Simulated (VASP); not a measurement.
# Be7S in VASP: further runs

The runs below take Be7S through single point, with PBE.

All numbers are computed with VASP 6.6.1; they aren't measurements. Logs are shortened: lines on timing, memory, paths and dates and some standing lists are left out, and cuts for length are marked.

## Step 1: The cell of the first run

The typed cell holds 8 atoms: a = 6.990 Å, b = 3.310 Å, c = 3.310 Å, α = 95.97°, β = 90.00°, γ = 90.00°.

## Step 2: Single point, PBE

File INCAR:

```
SYSTEM = Be7S
  PREC = Accurate
  ENCUT = 520
  EDIFF = 1E-7
  ISMEAR = 0
  SIGMA = 0.2
  LREAL = .FALSE.
  LASPH = .TRUE.
  NELM = 60
  ALGO = Normal
  ISIF = 2
  LWAVE = .FALSE.
  LCHARG = .FALSE.
  GGA = PE
  NBANDS = 20
```

File KPOINTS:

```
regular mesh
0
G
  3 5 5
  0 0 0
```

File POSCAR:

```
Be7S
1.0
    6.9899814385      0.0000000000      0.0000000000
    0.0000000000      2.4594480578      2.2157655791
    0.0000000000     -2.4594480578      2.2157655791
Be S
7 1
Direct
    0.5000000000      0.5039332694      0.0260632551
    0.5000000000      0.0260632551      0.5039332694
    0.7024014883      0.0092813750      0.0092813750
    0.2975985117      0.0092813750      0.0092813750
    0.2974947522      0.5206232531      0.5206232531
    0.7025052478      0.5206232531      0.5206232531
    0.0000000000      0.7650437205      0.7650437205
    0.0000000000      0.2650483388      0.2650483388
```

Potentials or basis: VASP PAW PBE potentials, release 64 (Be, S).

Started as:

```sh
cat potpaw_PBE.64/Be/POTCAR potpaw_PBE.64/S/POTCAR > POTCAR
mpirun -np 1 vasp_std > vasp.out
```

OUTCAR:

```text
SYSTEM = Be7S
   PREC = Accurate
   ENCUT = 520
   EDIFF = 1E-7
   ISMEAR = 0
   LREAL = .FALSE.
   LASPH = .TRUE.
   NELM = 60
   ISIF = 2
   GGA = PE

 ion  position               nearest neighbor table
   1  0.500  0.504  0.026-   3 2.16   4 2.16   5 2.16   6 2.16   3 2.20   4 2.20   5 2.20   6 2.20
                             2 2.22   2 2.22   2 2.35
   2  0.500  0.026  0.504-   3 2.16   4 2.16   5 2.16   6 2.16   3 2.20   4 2.20   5 2.20   6 2.20
                             1 2.22   1 2.22   1 2.35
   3  0.702  0.009  0.009-   1 2.16   2 2.16   6 2.17   2 2.20   1 2.20   6 2.27   7 2.34   8 2.37
[... 7 lines left out ...]
   7  0.000  0.765  0.765-   8 2.22   8 2.22   6 2.34   5 2.34   4 2.34   3 2.34   8 2.46   8 2.46

   8  0.000  0.265  0.265-   7 2.22   7 2.22   5 2.37   6 2.37   3 2.37   4 2.37   7 2.46   7 2.46

  LATTYP: Found a base centered orthorhombic cell.
 ALAT       =     4.4315311582
 B/A-ratio  =     1.1099766514
 C/A-ratio  =     1.5773287356

  Lattice vectors:

 A1 = (   0.0000000000,   2.4594480578,   2.2157655791)
 A2 = (   0.0000000000,  -2.4594480578,   2.2157655791)
 A3 = (   6.9899814385,   0.0000000000,   0.0000000000)

Analysis of symmetry for initial positions (statically):
=====================================================================
 Subroutine PRICEL returns:
 Original cell was already a primitive cell.

 Routine SETGRP: Setting up the symmetry group for a
 base centered orthorhombic supercell.

 Subroutine GETGRP returns: Found  4 space group operations
 (whereof  4 operations were pure point group operations)
 out of a pool of  8 trial point group operations.

The static configuration has the point symmetry C_2v.

Analysis of symmetry for dynamics (positions and initial velocities):
=====================================================================
 Subroutine PRICEL returns:
 Original cell was already a primitive cell.

 Routine SETGRP: Setting up the symmetry group for a
 base centered orthorhombic supercell.

 Subroutine GETGRP returns: Found  4 space group operations
 (whereof  4 operations were pure point group operations)
 out of a pool of  8 trial point group operations.

The dynamic configuration has the point symmetry C_2v.

 Subroutine INISYM returns: Found  4 space group operations
 (whereof  4 operations are pure point group operations),
 and found     1 'primitive' translations

[... 105 lines left out ...]
   ISIF   =      2    stress and relaxation
   ISYM   =      2    0-nonsym 1-usesym 2-fastsym
   POTIM  = 0.5000    time-step for ionic-motion
   TEBEG  =    0.0;   TEEND  =   0.0 temperature during run
   PSTRESS=    0.0 pullay stress
   NELECT =      20.0000    total number of electrons
   NUPDOWN=      -1.0000    fix difference up-down
   EMIN   =  10.00;   EMAX   =-10.00  energy-range for DOS
   EFERMI =   0.00;   METHOD = LEGACY
   ISMEAR =     0;   SIGMA  =   0.20  broadening in eV -4-tet -1-fermi 0-gaus
   EFERMI_NEDOS =   21; number of points for ismear=-14 and -15
   IALGO  =     38    algorithm
   IMIX   =      4    mixing-type and parameters
     AMIX     =   0.40;   BMIX     =  1.00
     AMIX_MAG =   1.60;   BMIX_MAG =  1.00
  volume/ion in A,a.u.               =       9.52        64.26
  Fermi-wavevector in a.u.,A,eV,Ry     =   1.048244  1.980894 14.950289  1.098815
  Thomas-Fermi vector in A             =   2.183157
   LORBIT       =      0    0 simple, 1 ext, 2 COOP (PROOUT), +10 PAW based schemes
   GGA     = PE    functional components
   LHFCALC =     F    Hartree Fock is set to
   AEXX    =    0.0000 exact exchange contribution
   IVDW    =     0    specifies the selected vdW correction
   LEPSILON=     F    determine dielectric tensor
   LRPA    =     F    only Hartree local field effects (RPA)
 non-spin polarized calculation
 Gauss-broadening in eV      SIGMA  =   0.20
  energy-cutoff  :      520.00
  volume of cell :       76.18
 maximum number of plane-waves:      2064
 NGX is ok and might be reduce to    54
   NGX = 25   NGY = 13   NGZ = 13

 number of electron      20.0000000 magnetization

 Free energy of the ion-electron system (eV)
  ---------------------------------------------------
  ext. energy  EPLUGINS =         0.00000000
  ---------------------------------------------------
  free energy    TOTEN  =       -29.24131819 eV

  energy without entropy =      -29.20570323  energy(sigma->0) =      -29.22351071

 E-fermi :   6.7206     XC(G=0): -10.4225

 val. band max:        6.6580642863   @ k =   0.3333   0.4000   0.4000
 cond. band min:       6.7431725027   @ k =   0.0000  -0.4000   0.2000
 fundamental gap:      0.0851082165
 Fermi energy:         6.7205532559

 k-point     1 :       0.0000    0.0000    0.0000
  band No.  band energies     occupation
      1      -8.9463      2.00000
      2      -3.1191      2.00000
      3      -2.0982      2.00000
      4       1.8978      2.00000
      5       2.8131      2.00000
      6       3.8931      2.00000
[... 403 lines left out ...]
     19      14.5504      0.00000
     20      16.1568      0.00000

------------------------ aborting loop because EDIFF is reached ----------------------------------------

  FORCE on cell =-STRESS in cart. coord.  units (eV):
  Direction    XX          YY          ZZ          XY          YZ          ZX
  --------------------------------------------------------------------------------------
  -------------------------------------------------------------------------------------
  Total        0.1782195     -0.0679771     -0.1432595      0.0000000      0.0000000      0.0000000
  in kB        3.7479881     -1.4295701     -3.0127728      0.0000000      0.0000000      0.0000000
  external PRESSURE =      -0.2314516 kB  Pullay stress =       0.0000000 kB

 VOLUME and BASIS-vectors are now :
 -----------------------------------------------------------------------------
  energy-cutoff  :      520.00
  volume of cell :       76.18
      direct lattice vectors                 reciprocal lattice vectors
     6.989981439  0.000000000  0.000000000     0.143061896  0.000000000  0.000000000
     0.000000000  2.459448058  2.215765579     0.000000000  0.203297646  0.225655640
     0.000000000 -2.459448058  2.215765579     0.000000000 -0.203297646  0.225655640

 POSITION                                       TOTAL-FORCE (eV/Angst)
 -----------------------------------------------------------------------------------
      3.49499      1.17530      1.17435         0.000000     -0.020346     -0.001322
      3.49499     -1.17530      1.17435         0.000000      0.020346     -0.001322
      4.90977      0.00000      0.04113         0.009664      0.000000     -0.025137
      2.08021      0.00000      0.04113        -0.009664      0.000000     -0.025137
      2.07948      0.00000      2.30716        -0.007486      0.000000      0.026116
      4.91050      0.00000      2.30716         0.007486      0.000000      0.026116
      0.00000      0.00000      3.39032         0.000000      0.000000      0.000364
      0.00000      0.00000      1.17457         0.000000      0.000000      0.000324
 -----------------------------------------------------------------------------------
    total drift:                               -0.000000     -0.000000     -0.000044

  FREE ENERGIE OF THE ION-ELECTRON SYSTEM (eV)
  ---------------------------------------------------
  free  energy   TOTEN  =       -29.2413181895 eV

  energy  without entropy=      -29.2057032273  energy(sigma->0) =      -29.22351071
```

OSZICAR:

```text
N       E                     dE             d eps       ncg     rms          rms(c)
DAV:   1     0.307319620582E+02    0.30732E+02   -0.80559E+03   720   0.852E+02
DAV:   2    -0.280821055645E+02   -0.58814E+02   -0.55998E+02   908   0.156E+02
DAV:   3    -0.313907033068E+02   -0.33086E+01   -0.32656E+01  1024   0.316E+01
DAV:   4    -0.314264887249E+02   -0.35785E-01   -0.35723E-01   908   0.368E+00
DAV:   5    -0.314268911057E+02   -0.40238E-03   -0.40224E-03   940   0.409E-01    0.906E+00
DAV:   6    -0.292734157596E+02    0.21535E+01   -0.40914E+00   840   0.116E+01    0.571E+00
DAV:   7    -0.292655486024E+02    0.78672E-02   -0.68118E-01   948   0.384E+00    0.369E+00
DAV:   8    -0.292522928221E+02    0.13256E-01   -0.11797E-01   884   0.171E+00    0.416E-01
DAV:   9    -0.292415436910E+02    0.10749E-01   -0.48039E-02   880   0.107E+00    0.125E-01
DAV:  10    -0.292414070731E+02    0.13662E-03   -0.30966E-03   836   0.305E-01    0.556E-02
DAV:  11    -0.292414153172E+02   -0.82442E-05   -0.84049E-04   892   0.143E-01    0.499E-02
DAV:  12    -0.292413256968E+02    0.89620E-04   -0.27596E-04   880   0.812E-02    0.233E-02
DAV:  13    -0.292413195282E+02    0.61686E-05   -0.28829E-05   984   0.279E-02    0.854E-03
DAV:  14    -0.292413180712E+02    0.14570E-05   -0.88806E-06   864   0.154E-02    0.475E-03
DAV:  15    -0.292413181595E+02   -0.88268E-07   -0.17102E-06   864   0.712E-03    0.320E-03
DAV:  16    -0.292413181895E+02   -0.30023E-07   -0.15858E-07   648   0.195E-03
   1 F= -.29241318E+02 E0= -.29223511E+02  d E =-.356150E-01
```

stdout:

```text
POSCAR found type information on POSCAR BeS
 POSCAR found :  2 types and       8 ions
 scaLAPACK will be used
 LDA part: xc-table for (Slater+PW92), standard interpolation
 POSCAR, INCAR and KPOINTS ok, starting setup
 FFT: planning ... GRIDC
 FFT: planning ... GRID_SOFT
 FFT: planning ... GRID
 WAVECAR not read
 entering main loop
```

Run time: 64 s. Hardware: 1 thread of AMD EPYC 7R13, shared host; peak memory 0.16 GiB.

Results:

```yaml
Free_energy: -29.2413 eV
Pressure: 0.0 GPa
Largest_force: 0.027 eV/Å
Band_gap_on_the_k_mesh: zero (band 10 reaches 7.44 eV, above the bottom of band 11 at 5.31 eV)
```

Forces in eV/Å, atoms in the order of the input:
```
Be   0.000 -0.020 -0.001
Be   0.000  0.020 -0.001
Be   0.010  0.000 -0.025
Be  -0.010  0.000 -0.025
Be  -0.007  0.000  0.026
Be   0.007  0.000  0.026
Be   0.000  0.000  0.000
S    0.000  0.000  0.000
```

Stress tensor (GPa, compression positive):
```
 0.37  0.00  0.00
 0.00 -0.14  0.00
 0.00  0.00 -0.30
```

Caveat: the k points lie up to 0.38 Å⁻¹ apart.

## Step 3: Single point, PBE

This run uses another cell than the first one, of 9.58 Å³/atom, 1.006 times its volume.

File INCAR:

```
SYSTEM = Be7S
PREC = Accurate
ENCUT = 520
EDIFF = 1E-6
ISMEAR = 0
SIGMA = 0.2
LREAL = .FALSE.
LASPH = .TRUE.
NELM = 80
ALGO = Normal
ISIF = 2
LWAVE = .FALSE.
LCHARG = .TRUE.
GGA = PE
LELF = .TRUE.
LVHAR = .TRUE.
NBANDS = 20
```

File KPOINTS:

```
Automatic mesh
0
G
  6 6 4
  0 0 0
```

File POSCAR:

```
Be7S
1.0
    2.2090867684     -2.4745625755      0.0000000000
    2.2090867684      2.4745625755      0.0000000000
    0.0000000000      0.0000000000      7.0068543512
Be S
7 1
Direct
    0.7619253516      0.2380746484      0.5000000000
    0.2380746484      0.7619253516      0.5000000000
    0.7435209288      0.7435209288      0.2980883177
    0.7435209288      0.7435209288      0.7019116823
    0.2564790712      0.2564790712      0.7019116823
    0.2564790712      0.2564790712      0.2980883177
    0.5000000000      0.5000000000      0.0000000000
    0.0000000000      0.0000000000      0.0000000000
```

Potentials or basis: VASP PAW PBE potentials, release 64 (Be, S).

Started as:

```sh
cat potpaw_PBE.64/Be/POTCAR potpaw_PBE.64/S/POTCAR > POTCAR
mpirun -np 1 vasp_std > vasp.out
```

OUTCAR:

```text
SYSTEM = Be7S
   PREC = Accurate
   ENCUT = 520
   EDIFF = 1E-6
   ISMEAR = 0
   LREAL = .FALSE.
   LASPH = .TRUE.
   NELM = 80
   ISIF = 2
   GGA = PE

 ion  position               nearest neighbor table
   1  0.762  0.238  0.500-   3 2.16   4 2.16   5 2.16   6 2.16   3 2.20   4 2.20   5 2.20   6 2.20
                             2 2.21   2 2.21   2 2.36
   2  0.238  0.762  0.500-   3 2.16   4 2.16   5 2.16   6 2.16   3 2.20   4 2.20   5 2.20   6 2.20
                             1 2.21   1 2.21   1 2.36
   3  0.744  0.744  0.298-   6 2.15   2 2.16   1 2.16   1 2.20   2 2.20   6 2.27   7 2.35   8 2.38
[... 7 lines left out ...]
   7  0.500  0.500  0.000-   8 2.21   8 2.21   5 2.35   6 2.35   3 2.35   4 2.35   8 2.47   8 2.47

   8  0.000  0.000  0.000-   7 2.21   7 2.21   5 2.38   6 2.38   3 2.38   4 2.38   7 2.47   7 2.47

  LATTYP: Found a base centered orthorhombic cell.
 ALAT       =     4.4181735368
 B/A-ratio  =     1.1201744589
 C/A-ratio  =     1.5859165089

  Lattice vectors:

 A1 = (   2.2090867684,  -2.4745625755,   0.0000000000)
 A2 = (   2.2090867684,   2.4745625755,   0.0000000000)
 A3 = (   0.0000000000,   0.0000000000,   7.0068543512)

[... 187 lines left out ...]
 E-fermi :   6.6440     XC(G=0): -10.3996

 val. band max:        6.6152583644   @ k =   0.1667   0.0000   0.2500
 cond. band min:       6.6552129235   @ k =  -0.3333   0.1667   0.5000
 fundamental gap:      0.0399545590
 Fermi energy:         6.6440151833

 k-point     1 :       0.0000    0.0000    0.0000
  band No.  band energies     occupation
      1      -8.9404      2.00000
      2      -3.1699      2.00000
      3      -2.1088      2.00000
      4       1.8368      2.00000
      5       2.7679      2.00000
      6       3.9318      2.00000
[... 541 lines left out ...]
     19      14.3444      0.00000
     20      16.1145      0.00000

 [... further k-points ...]
[... 5 lines left out ...]
  --------------------------------------------------------------------------------------
  -------------------------------------------------------------------------------------
  Total        0.7192006     -0.3907616     -0.4037027      0.0000000      0.0000000      0.0000000
  in kB       15.0416799     -8.1725614     -8.4432163      0.0000000      0.0000000      0.0000000
  external PRESSURE =      -0.5246992 kB  Pullay stress =       0.0000000 kB

 VOLUME and BASIS-vectors are now :
 -----------------------------------------------------------------------------
  energy-cutoff  :      520.00
  volume of cell :       76.61
      direct lattice vectors                 reciprocal lattice vectors
     2.209086768 -2.474562575  0.000000000     0.226337873 -0.202055913  0.000000000
     2.209086768  2.474562575  0.000000000     0.226337873  0.202055913  0.000000000
     0.000000000  0.000000000  7.006854351     0.000000000  0.000000000  0.142717395

 POSITION                                       TOTAL-FORCE (eV/Angst)
 -----------------------------------------------------------------------------------
      2.20909     -1.29630      3.50343        -0.000000      0.018602     -0.000000
      2.20909      1.29630      3.50343        -0.000000     -0.018602     -0.000000
      3.28500      0.00000      2.08866         0.008497      0.000000     -0.047899
      3.28500      0.00000      4.91819         0.008497      0.000000      0.047899
      1.13317      0.00000      4.91819        -0.008497      0.000000      0.047899
      1.13317      0.00000      2.08866        -0.008497      0.000000     -0.047899
      2.20909      0.00000      0.00000        -0.000000      0.000000     -0.000000
      0.00000      0.00000      0.00000        -0.000000      0.000000     -0.000000
 -----------------------------------------------------------------------------------
    total drift:                                0.000000     -0.000000      0.000000

  FREE ENERGIE OF THE ION-ELECTRON SYSTEM (eV)
  ---------------------------------------------------
  free  energy   TOTEN  =       -29.2403872253 eV

  energy  without entropy=      -29.2051574984  energy(sigma->0) =      -29.22277236
```

OSZICAR:

```text
N       E                     dE             d eps       ncg     rms          rms(c)
DAV:   1     0.260801189095E+02    0.26080E+02   -0.79180E+03  1560   0.842E+02
DAV:   2    -0.286124547105E+02   -0.54693E+02   -0.52171E+02  2044   0.153E+02
DAV:   3    -0.313203307489E+02   -0.27079E+01   -0.26350E+01  2108   0.275E+01
DAV:   4    -0.313498011595E+02   -0.29470E-01   -0.29422E-01  1976   0.330E+00
DAV:   5    -0.313501488733E+02   -0.34771E-03   -0.34765E-03  2012   0.362E-01    0.891E+00
DAV:   6    -0.292726604935E+02    0.20775E+01   -0.56202E+00  1884   0.116E+01    0.585E+00
DAV:   7    -0.292661426991E+02    0.65178E-02   -0.62086E-01  1896   0.373E+00    0.405E+00
DAV:   8    -0.292466652723E+02    0.19477E-01   -0.93072E-02  1924   0.156E+00    0.463E-01
DAV:   9    -0.292405293251E+02    0.61359E-02   -0.19432E-02  1968   0.714E-01    0.180E-01
DAV:  10    -0.292404701117E+02    0.59213E-04   -0.47677E-03  1848   0.318E-01    0.995E-02
DAV:  11    -0.292403899580E+02    0.80154E-04   -0.20969E-04  1900   0.726E-02    0.271E-02
DAV:  12    -0.292403865450E+02    0.34130E-05   -0.38853E-05  1944   0.302E-02    0.707E-03
DAV:  13    -0.292403872253E+02   -0.68024E-06   -0.27266E-06  1800   0.938E-03
   1 F= -.29240387E+02 E0= -.29222772E+02  d E =-.352297E-01
```

stdout:

```text
POSCAR found type information on POSCAR BeS
 POSCAR found :  2 types and       8 ions
 scaLAPACK will be used
 LDA part: xc-table for (Slater+PW92), standard interpolation
 POSCAR, INCAR and KPOINTS ok, starting setup
 FFT: planning ... GRIDC
 FFT: planning ... GRID_SOFT
 FFT: planning ... GRID
 WAVECAR not read
 entering main loop
```

Wall time 97 s (1 thread of AMD EPYC 7R13, shared host); peak memory 0.18 GiB.

Results:

```yaml
Free_energy: -29.2404 eV
Pressure: -0.1 GPa
Largest_force: 0.049 eV/Å
Band_gap_on_the_k_mesh: zero (band 10 reaches 8.38 eV, above the bottom of band 11 at 5.02 eV)
```

Forces in eV/Å, atoms in the order of the input:
```
Be   0.000  0.019  0.000
Be   0.000 -0.019  0.000
Be   0.008  0.000 -0.048
Be   0.008  0.000  0.048
Be  -0.008  0.000  0.048
Be  -0.008  0.000 -0.048
Be   0.000  0.000  0.000
S    0.000  0.000  0.000
```
